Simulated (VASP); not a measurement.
A run of VASP 6.6.1 is set up as follows.

The input INCAR:

```
PREC     = Accurate       # precision mode
ENCUT    = 600            # plane-wave cutoff, eV
EDIFF    = 1E-6           # SCF threshold, eV
ISMEAR   = 0              # smearing method
SIGMA    = 0.1            # smearing width, eV
LREAL    = F              # projectors in reciprocal space
LASPH    = T              # aspherical terms in the spheres
NELM     = 100            # most SCF steps
ALGO     = Normal         # electronic algorithm
ISIF     = 3              # what is computed and relaxed
LWAVE    = F              # write WAVECAR
LCHARG   = F              # write CHGCAR
GGA      = PE             # functional
IBRION   = 2              # ionic algorithm
NSW      = 100            # ionic steps
EDIFFG   = -0.002         # ionic threshold
```

The input KPOINTS:

```
regular mesh
0
Gamma
  16 16 16
```

The input POSCAR:

```
W
1.0
   -1.6007500000      1.6007500000      1.6007500000
    1.6007500000     -1.6007500000      1.6007500000
    1.6007500000      1.6007500000     -1.6007500000
W
1
Direct
    0.0000000000      0.0000000000      0.0000000000
```

Potentials or basis: VASP PAW PBE potentials, release 64 (W_sv).

Run with:

```console
$ cat potpaw_PBE.64/W_sv/POTCAR > POTCAR
$ mpirun -np 1 vasp_std > vasp.out
```

**Question.** Estimate the relaxed cell.

**Answer.** a = 2.758 Å, b = 2.758 Å, c = 2.758 Å, α = 109.47°, β = 109.47°, γ = 109.47°.

**Question.** What does it give for the relaxed volume?

**Answer.** 16.15 Å³/atom.

Final structure:
```yaml
crystal:
  lattice:
    - [-1.59232, 1.59232, 1.59232]
    - [1.59232, -1.59232, 1.59232]
    - [1.59232, 1.59232, -1.59232]
  atoms:
    - { symbol: W, position: [0.00000, 0.00000, 0.00000] }
```
